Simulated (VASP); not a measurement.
# Cs (I4/mmm) in VASP: further runs

Cs is run at these levels: PBEsol; tasks: single point.

Everything below comes from runs of VASP 6.6.1. Logs are shortened: lines on timing, memory, paths and dates and some standing lists are left out, and cuts for length are marked.

### Step 1. The cell of the first run

It takes space group I4/mmm (No. 139, tetragonal). Conventional cell: a = 6.045 Å, b = 6.045 Å, c = 6.015 Å, α = 90.00°, β = 90.00°, γ = 90.00°.

### Step 2. Single point, PBEsol (strain -0.0050 x Voigt [0, 1, 0, 0, 0, 0])

INCAR

```
  PREC = Accurate
  ENCUT = 520
  EDIFF = 1E-6
  ISMEAR = 0
  SIGMA = 0.15
  LREAL = False
  LASPH = True
  NELM = 80
  ALGO = Fast
  ISIF = 2
  LWAVE = False
  LCHARG = True
  GGA = PS
  LELF = True
  LVHAR = True
  NBANDS = 10
```

KPOINTS

```
Automatic mesh
0
Gamma
  12 12 12
```

POSCAR

```
Cs
1.0
   -3.0225000000      3.0073875000      3.0225000000
    3.0225000000     -3.0073875000      3.0225000000
    3.0225000000      3.0073875000     -3.0225000000
Cs
1
Direct
    0.0000000000      0.0000000000      0.0000000000
```

Potentials or basis: VASP PAW PBE potentials, release 64 (Cs_sv).

Run with:

```bash
$ cat potpaw_PBE.64/Cs_sv/POTCAR > POTCAR
$ mpirun -np 1 vasp_std > vasp.out
```

OUTCAR:

```text
PREC = Accurate
   ENCUT = 520
   EDIFF = 1E-6
   ISMEAR = 0
   LREAL = False
   LASPH = True
   NELM = 80
   ISIF = 2
   GGA = PS

 ion  position               nearest neighbor table
   1  0.000  0.000  0.000-

  LATTYP: Found a body centered tetragonal cell.
 ALAT       =     6.0450000000
 C/A-ratio  =     0.9950000000

  Lattice vectors:

 A1 = (  -3.0225000000,  -3.0073875000,   3.0225000000)
 A2 = (   3.0225000000,  -3.0073875000,  -3.0225000000)
 A3 = (   3.0225000000,   3.0073875000,   3.0225000000)

Analysis of symmetry for initial positions (statically):
=====================================================================
 Subroutine PRICEL returns:
 Original cell was already a primitive cell.

 Routine SETGRP: Setting up the symmetry group for a
 body centered tetragonal supercell.

 Subroutine GETGRP returns: Found 16 space group operations
 (whereof 16 operations were pure point group operations)
 out of a pool of 16 trial point group operations.

The static configuration has the point symmetry D_4h.

Analysis of symmetry for dynamics (positions and initial velocities):
=====================================================================
 Subroutine PRICEL returns:
 Original cell was already a primitive cell.

 Routine SETGRP: Setting up the symmetry group for a
 body centered tetragonal supercell.

 Subroutine GETGRP returns: Found 16 space group operations
 (whereof 16 operations were pure point group operations)
 out of a pool of 16 trial point group operations.

The dynamic configuration has the point symmetry D_4h.

 Subroutine INISYM returns: Found 16 space group operations
 (whereof 16 operations are pure point group operations),
 and found     1 'primitive' translations

----------------------------------------------------------------------------------------

                                     Primitive cell

  volume of cell :     109.8960

  direct lattice vectors                    reciprocal lattice vectors
    -3.022500000  3.007387500  3.022500000     0.000000000  0.166257258  0.165425972
     3.022500000 -3.007387500  3.022500000     0.165425972  0.000000000  0.165425972
     3.022500000  3.007387500 -3.022500000     0.165425972  0.166257258  0.000000000

  length of vectors
     5.226412926  5.226412926  5.226412926     0.234536198  0.233947653  0.234536198

  position of ions in fractional coordinates (direct lattice)
     0.000000000  0.000000000  0.000000000

  ion indices of the primitive-cell ions
   primitive index   ion index
                 1           1

----------------------------------------------------------------------------------------

 KPOINTS: Automatic mesh

Automatic generation of k-mesh.
 Grid dimensions read from file:
 generate k-points for:   12   12   12

 Generating k-lattice:

  Cartesian coordinates                     Fractional coordinates (reciprocal lattice)
     0.000000000  0.013854772  0.013785498     0.083333333  0.000000000  0.000000000
     0.013785498  0.000000000  0.013785498     0.000000000  0.083333333  0.000000000
     0.013785498  0.013854772  0.000000000     0.000000000  0.000000000  0.083333333

  Length of vectors
     0.019544683  0.019495638  0.019544683

  Shift w.r.t. Gamma in fractional coordinates (k-lattice)
     0.000000000  0.000000000  0.000000000

 Subroutine IBZKPT returns following result:
 ===========================================

 Found    163 irreducible k-points:

 Following reciprocal coordinates:
            Coordinates               Weight
  0.000000  0.000000  0.000000      1.000000
  0.083333 -0.000000  0.000000      8.000000
  0.166667  0.000000  0.000000      8.000000
  0.250000 -0.000000  0.000000      8.000000
  0.333333 -0.000000  0.000000      8.000000
  0.416667 -0.000000  0.000000      8.000000
[... 16 lines left out ...]
  0.333333  0.166667  0.000000     16.000000
  0.416667  0.166667  0.000000     16.000000
 [... further k-points ...]
   k-points           NKPTS =    163   k-points in BZ     NKDIM =    163   number of bands    NBANDS=     10
   number of dos      NEDOS =    301   number of ions     NIONS =      1
   total plane-waves  NPLWV =  64000
   dimension x,y,z NGX =    40 NGY =   40 NGZ =   40
   dimension x,y,z NGXF=    80 NGYF=   80 NGZF=   80
   ions per type =               1
   NGX,Y,Z   is equivalent  to a cutoff of  12.72, 12.72, 12.72 a.u.
   NGXF,Y,Z  is equivalent  to a cutoff of  25.45, 25.45, 25.45 a.u.
 SYSTEM =  unknown system
   PREC   = accura    normal or accurate (medium, high low for compatibility)
   ISTART =      0    job   : 0-new  1-cont  2-samecut
   ICHARG =      2    charge: 1-file 2-atom 10-const
   ISPIN  =      1    spin polarized calculation?
   LNONCOLLINEAR =      F non collinear calculations
   LSORBIT =      F    spin-orbit coupling
   LASPH  =      T    aspherical Exc in radial PAW
   ENCUT  =  520.0 eV  38.22 Ry    6.18 a.u.   9.72  9.72  9.72*2*pi/ulx,y,z
   NELM   =     80;   NELMIN=  2; NELMDL= -5     # of ELM steps
   EDIFF  = 0.1E-05   stopping-criterion for ELM
   LREAL  =      F    real-space projection
[... 7 lines left out ...]
   TEBEG  =    0.0;   TEEND  =   0.0 temperature during run
   PSTRESS=    0.0 pullay stress
   NELECT =       9.0000    total number of electrons
   NUPDOWN=      -1.0000    fix difference up-down
   EMIN   =  10.00;   EMAX   =-10.00  energy-range for DOS
   EFERMI =   0.00;   METHOD = LEGACY
   ISMEAR =     0;   SIGMA  =   0.15  broadening in eV -4-tet -1-fermi 0-gaus
   EFERMI_NEDOS =   21; number of points for ismear=-14 and -15
   IALGO  =     68    algorithm
   IMIX   =      4    mixing-type and parameters
     AMIX     =   0.40;   BMIX     =  1.00
     AMIX_MAG =   1.60;   BMIX_MAG =  1.00
  volume/ion in A,a.u.               =     109.90       741.62
  Fermi-wavevector in a.u.,A,eV,Ry     =   0.710932  1.343468  6.876724  0.505425
  Thomas-Fermi vector in A             =   1.797910
   LORBIT       =      0    0 simple, 1 ext, 2 COOP (PROOUT), +10 PAW based schemes
   GGA     = PS    functional components
   LHFCALC =     F    Hartree Fock is set to
   AEXX    =    0.0000 exact exchange contribution
   IVDW    =     0    specifies the selected vdW correction
   LEPSILON=     F    determine dielectric tensor
   LRPA    =     F    only Hartree local field effects (RPA)
 non-spin polarized calculation
 RMM-DIIS sequential band-by-band and
 Gauss-broadening in eV      SIGMA  =   0.15
  energy-cutoff  :      520.00
  volume of cell :      109.90
 maximum number of plane-waves:      2988
   NGX = 19   NGY = 19   NGZ = 19

 number of electron       8.9999998 magnetization

 Free energy of the ion-electron system (eV)
  ---------------------------------------------------
  ext. energy  EPLUGINS =         0.00000000
  ---------------------------------------------------
  free energy    TOTEN  =        -0.94858624 eV

  energy without entropy =       -0.93228322  energy(sigma->0) =       -0.94043473

 E-fermi :   0.4830     XC(G=0):  -5.5960

 val. band max:        0.4465940725   @ k =   0.3333   0.0833   0.0833
 cond. band min:       0.4959608981   @ k =   0.0000   0.5000   0.0000
 fundamental gap:      0.0493668255
 Fermi energy:         0.4829910480

 k-point     1 :       0.0000    0.0000    0.0000
  band No.  band energies     occupation
      1     -23.3332      2.00000
      2     -10.0453      2.00000
      3     -10.0453      2.00000
      4     -10.0453      2.00000
      5      -1.2447      2.00000
      6       2.9977      0.00000
      7       3.0195      0.00000
      8       3.0195      0.00000
      9       3.9034      0.00000
     10       3.9347      0.00000

 k-point     2 :       0.0833   -0.0000    0.0000
  band No.  band energies     occupation
      1     -23.3327      2.00000
      2     -10.0566      2.00000
      3     -10.0490      2.00000
      4     -10.0454      2.00000
      5      -1.1637      2.00000
      6       2.9185      0.00000
      7       2.9457      0.00000
      8       3.0905      0.00000
      9       3.7819      0.00000
     10       3.8965      0.00000

 k-point     3 :       0.1667    0.0000    0.0000
  band No.  band energies     occupation
      1     -23.3311      2.00000
      2     -10.0871      2.00000
      3     -10.0588      2.00000
      4     -10.0455      2.00000
      5      -0.9296      2.00000
      6       2.6531      0.00000
      7       2.7099      0.00000
      8       3.3315      0.00000
      9       3.6882      0.00000
     10       3.8777      0.00000

 k-point     4 :       0.2500   -0.0000    0.0000
  band No.  band energies     occupation
      1     -23.3290      2.00000
      2     -10.1279      2.00000
      3     -10.0722      2.00000
      4     -10.0456      2.00000
      5      -0.5687      2.00000
      6       2.2378      0.00000
      7       2.4787      0.00000
      8       3.7250      0.00000
      9       3.7678      0.00000
     10       3.9102      0.00000
[... 222 lines left out ...]
 k-point    22 :       0.2500    0.1667    0.0000
  band No.  band energies     occupation
      1     -23.3262      2.00000
      2     -10.1685      2.00000
      3     -10.0929      2.00000
      4     -10.0573      2.00000
      5       0.0703      1.99990
      6       1.8105      0.00000
      7       2.1418      0.00000
      8       3.6702      0.00000
      9       4.1837      0.00000
     10       4.4024      0.00000

 k-point    23 :       0.3333    0.1667    0.0000
  band No.  band energies     occupation
      1     -23.3249      2.00000
      2     -10.1865      2.00000
      3     -10.1075      2.00000
      4     -10.0583      2.00000
      5       0.5097      0.80113
      6       1.5425      0.00000
      7       2.0135      0.00000
      8       3.6746      0.00000
      9       4.2178      0.00000
     10       4.7327      0.00000

 k-point    24 :       0.4167    0.1667    0.0000
  band No.  band energies     occupation
      1     -23.3244      2.00000
      2     -10.1928      2.00000
      3     -10.1131      2.00000
      4     -10.0587      2.00000
      5       0.7521      0.01116
      6       1.3871      0.00000
      7       1.9648      0.00000
      8       3.6015      0.00000
      9       4.3521      0.00000
     10       4.7498      0.00000

 [... further k-points ...]
[... 5 lines left out ...]
  --------------------------------------------------------------------------------------
  -------------------------------------------------------------------------------------
  Total       -0.0269691     -0.0261642     -0.0269691      0.0000000      0.0000000      0.0000000
  in kB       -0.3931831     -0.3814491     -0.3931831      0.0000000      0.0000000      0.0000000
  external PRESSURE =      -0.3892718 kB  Pullay stress =       0.0000000 kB

 VOLUME and BASIS-vectors are now :
 -----------------------------------------------------------------------------
  energy-cutoff  :      520.00
  volume of cell :      109.90
      direct lattice vectors                 reciprocal lattice vectors
    -3.022500000  3.007387500  3.022500000     0.000000000  0.166257258  0.165425972
     3.022500000 -3.007387500  3.022500000     0.165425972  0.000000000  0.165425972
     3.022500000  3.007387500 -3.022500000     0.165425972  0.166257258  0.000000000

 POSITION                                       TOTAL-FORCE (eV/Angst)
 -----------------------------------------------------------------------------------
      0.00000      0.00000      0.00000         0.000000     -0.000000      0.000000
 -----------------------------------------------------------------------------------
    total drift:                               -0.000000     -0.000000      0.000000

  FREE ENERGIE OF THE ION-ELECTRON SYSTEM (eV)
  ---------------------------------------------------
  free  energy   TOTEN  =        -0.9485862429 eV

  energy  without entropy=       -0.9322832228  energy(sigma->0) =       -0.94043473
```

Run time: 1.7 min. Hardware: 1 thread of AMD EPYC 9R14 (Zen 4), shared host; peak memory 0.32 GiB.

Results:

```
Free energy            : -0.9486 eV
Pressure               : 0.0 GPa
Band gap on the k mesh : zero (an odd number of electrons rules out a gap without spin polarisation)
```

Caveat: the cell differs from its parent crystal (strain -0.0050 x Voigt [0, 1, 0, 0, 0, 0]); the PAW data sets were made with another functional, which shifts forces and pressure a little; spin-orbit coupling is left out, which moves the levels of the heavy elements.

### Step 3. Single point, PBEsol (strain +0.0050 x Voigt [0, 1, 0, 0, 0, 0])

INCAR

```
SYSTEM = Cs
ALGO = Fast
EDIFF = 1E-7
ENCUT = 520
GGA = PS
ISIF = 2
ISMEAR = 0
LASPH = .True.
LCHARG = .False.
LREAL = .False.
LWAVE = .False.
NBANDS = 10
NELM = 60
PREC = Accurate
SIGMA = 0.15
```

KPOINTS

```
k-points
0
Gamma
  12 12 12
  0 0 0
```

POSCAR

```
Cs
1.0
   -3.0225000000      3.0376125000      3.0225000000
    3.0225000000     -3.0376125000      3.0225000000
    3.0225000000      3.0376125000     -3.0225000000
Cs
1
Direct
    0.0000000000      0.0000000000      0.0000000000
```

Potentials or basis: VASP PAW PBE potentials, release 64 (Cs_sv).

Run with:

```bash
$ cat potpaw_PBE.64/Cs_sv/POTCAR > POTCAR
$ mpirun -np 1 vasp_std > vasp.out
```

Run time: 2.1 min. Hardware: 1 thread of AMD EPYC 9R14 (Zen 4), shared host; peak memory 0.32 GiB.

Results (log left out):

```
Free energy            : -0.9484 eV
Pressure               : 0.0 GPa
Band gap on the k mesh : zero (an odd number of electrons rules out a gap without spin polarisation)
```

Levels at points of the mesh, in eV from the Fermi level:
| k point | band 1 | band 2 | band 3 | band 4 | band 5 | band 6 | band 7 | band 8 | band 9 |
| --- | --- | --- | --- | --- | --- | --- | --- | --- | --- |
| (0.00, 0.00, 0.00) | -23.82 | -10.54 | -10.54 | -10.54 | -1.72 | 2.52 | 2.52 | 2.54 | 3.41 |
| (0.50, 0.00, 0.00) | -23.82 | -10.69 | -10.59 | -10.54 | 0.02 | 0.91 | 1.65 | 3.25 | 3.89 |
| (0.00, 0.50, 0.00) | -23.82 | -10.69 | -10.59 | -10.54 | 0.02 | 0.92 | 1.63 | 3.28 | 3.90 |
| (0.50, 0.50, 0.50) | -23.81 | -10.65 | -10.65 | -10.65 | 0.63 | 0.64 | 3.07 | 3.11 | 3.11 |

Caveat: the cell differs from its parent crystal (strain +0.0050 x Voigt [0, 1, 0, 0, 0, 0]); the PAW data sets were made with another functional, which shifts forces and pressure a little; spin-orbit coupling is left out, which moves the levels of the heavy elements.

### Step 4. Single point, PBEsol (strain +0.0150 x Voigt [0, 1, 0, 0, 0, 0])

INCAR

```
ALGO = Fast
EDIFF = 1E-6
ENCUT = 520
GGA = PS
ISIF = 2
ISMEAR = 0
LASPH = True
LCHARG = False
LREAL = False
LWAVE = False
NBANDS = 10
NELM = 60
PREC = Accurate
SIGMA = 0.15
```

KPOINTS

```
k-points
0
Gamma
  12 12 12
```

POSCAR

```
Cs
1.0
   -3.0225000000      3.0678375000      3.0225000000
    3.0225000000     -3.0678375000      3.0225000000
    3.0225000000      3.0678375000     -3.0225000000
Cs
1
Direct
    0.0000000000      0.0000000000      0.0000000000
```

Run with:

```bash
$ cat potpaw_PBE.64/Cs_sv/POTCAR > POTCAR
$ mpirun -np 1 vasp_std > vasp.out
```

Wall time 95 s (1 thread of AMD EPYC 9R14 (Zen 4), shared host); peak memory 0.32 GiB.

Results (log left out):

* Free energy: -0.9480 eV
* Pressure: -0.1 GPa
* Band gap on the k mesh: zero (an odd number of electrons rules out a gap without spin polarisation)

Levels at points of the mesh, in eV from the Fermi level:
```
           k point  band 2  band 3  band 4  band 5  band 6  band 7
(0.00, 0.00, 0.00)  -10.54  -10.54  -10.54   -1.71    2.50    2.50
(0.50, 0.00, 0.00)  -10.69  -10.59  -10.54    0.02    0.89    1.67
(0.00, 0.50, 0.00)  -10.69  -10.59  -10.54    0.04    0.93    1.60
(0.50, 0.50, 0.50)  -10.65  -10.65  -10.65    0.63    0.65    2.99
```

Caveat: the cell differs from its parent crystal (strain +0.0150 x Voigt [0, 1, 0, 0, 0, 0]); the PAW data sets were made with another functional, which shifts forces and pressure a little; spin-orbit coupling is left out, which moves the levels of the heavy elements.

(Part 1 of 2 ends here.)
